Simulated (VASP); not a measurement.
Write the native input for VASP 6.6.1 that does the following.

```yaml
Task: single point
Functional: PBEsol
Potentials_or_basis: VASP PAW PBE potentials, release 64 (Ge_d)
Cutoff: 520 eV
k_mesh: 2 × 2 × 2
Occupations: fermi-dirac, width 0.24 eV
Spin: no spin polarisation
Dipole_correction: no
Further_INCAR_settings: LREAL = Auto; ALGO = Normal; EDIFF = 1e-07; NBANDS = 126
```

The structure of Ge lies in POSCAR:

```
Ge
1.0
    0.0000000000      5.7528030000      5.7528030000
    5.7528030000      0.0000000000      5.7528030000
    5.7528030000      5.7528030000      0.0000000000
Ge
16
Direct
    0.0090390719     -0.0483242691      0.1736370948
    0.1957045983      0.1998243291      0.1247826494
   -0.0995601622      0.1462156796      0.4811306766
    0.1833888628      0.0359476937      0.7533718780
   -0.1077387840      0.4887356650      0.0355478886
    0.0859233316      0.5752673957      0.1468849185
    0.1463547422      0.3663344634      0.5276645142
    0.1282939812      0.7230301472      0.7260373769
    0.5329228204      0.0198164269     -0.0718606217
    0.6988853955      0.0970570346      0.0736423618
    0.4831905421     -0.0344180046      0.4670071268
    0.7283145277     -0.1135185752      0.5977520871
    0.4398377626      0.4348315074      0.0479766124
    0.5316886394      0.6551067367      0.1130057817
    0.4065757162      0.4186220178      0.5284293587
    0.7017883282      0.4339536744      0.5524002821
```

One way to write it, as run:

INCAR

```
PREC     = Accurate       # precision mode
ENCUT    = 520            # plane-wave cutoff, eV
EDIFF    = 1E-7           # SCF threshold, eV
ISMEAR   = -1             # smearing method
SIGMA    = 0.24           # smearing width, eV
LREAL    = Auto         
LASPH    = True           # aspherical terms in the spheres
NELM     = 80             # most SCF steps
ALGO     = Normal         # electronic algorithm
ISIF     = 2              # what is computed and relaxed
LWAVE    = False          # write WAVECAR
LCHARG   = False          # write CHGCAR
GGA      = PS             # functional
NBANDS   = 126            # bands
```

KPOINTS

```
Automatic mesh
0
Gamma
  2 2 2
```

Potentials or basis: VASP PAW PBE potentials, release 64 (Ge_d).

Command:

```bash
$ cat potpaw_PBE.64/Ge_d/POTCAR > POTCAR
$ mpirun -np 1 vasp_std > vasp.out
```

Results of the run:

```
Pressure               : -1.3 GPa
Largest force          : 3.076 eV/Å
Band gap on the k mesh : zero (bands 112 and 113 overlap by 0.29 eV)
```

Caveat: the k points lie up to 0.47 Å⁻¹ apart; semilocal functionals underestimate gaps, so a narrow gap can read as zero; the PAW data sets were made with another functional, which shifts forces and pressure a little.

It took 34 min on 1 thread of Intel Xeon 8259CL, on a shared host, peak memory 0.68 GiB.
